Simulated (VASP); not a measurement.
# CdTe: single point with r2SCAN

Crystal: CdTe.

```xyz
2
Lattice="0.0000 3.3762 3.3762 3.3762 0.0000 3.3762 3.3762 3.3762 0.0000" Properties=species:S:1:pos:R:3 pbc="T T T"
Cd    0.0000    0.0000    0.0000
Te    5.0644    5.0644    5.0644
```

This cell differs from its parent crystal: strain +0.030 along x and y, +0.030 along z.

```json
{
 "Program": "VASP 6.6.1",
 "Task": "single point",
 "Functional": "r2SCAN",
 "Potentials or basis": "VASP PAW PBE potentials, release 64 (Cd, Te)",
 "Cutoff": "520 eV",
 "k mesh": "8 × 8 × 8",
 "Occupations": "gaussian, width 0.05 eV",
 "Spin": "no spin polarisation",
 "Dipole correction": "no",
 "Further INCAR settings": "ALGO = Normal; EDIFF = 1e-07; NBANDS = 16"
}
```

- Pressure: -2.8 GPa
- Band gap on the k mesh: 0.88 eV

Levels at points of the mesh, in eV from the valence-band top:
| k point | band 6 | band 7 | band 8 | band 9 | band 10 | band 11 | band 12 | band 13 |
| --- | --- | --- | --- | --- | --- | --- | --- | --- |
| (0.00, 0.00, 0.00) | -8.02 | 0.00 | 0.00 | 0.00 | 0.88 | 5.09 | 5.09 | 5.09 |
| (0.50, 0.00, 0.00) | -7.74 | -3.83 | -0.62 | -0.62 | 2.08 | 5.62 | 5.62 | 7.22 |
| (0.50, 0.50, 0.00) | -7.63 | -3.77 | -1.52 | -1.52 | 2.96 | 3.12 | 8.77 | 9.17 |

It took 3.7 min on 1 thread of Intel Xeon 8259CL, with other jobs on the host, peak memory 0.23 GiB.

Caveat: the cell differs from its parent crystal (strain +0.030 along x and y, +0.030 along z); the PAW data sets were made with another functional, which shifts forces and pressure a little; spin-orbit coupling is left out, which moves the levels of the heavy elements.
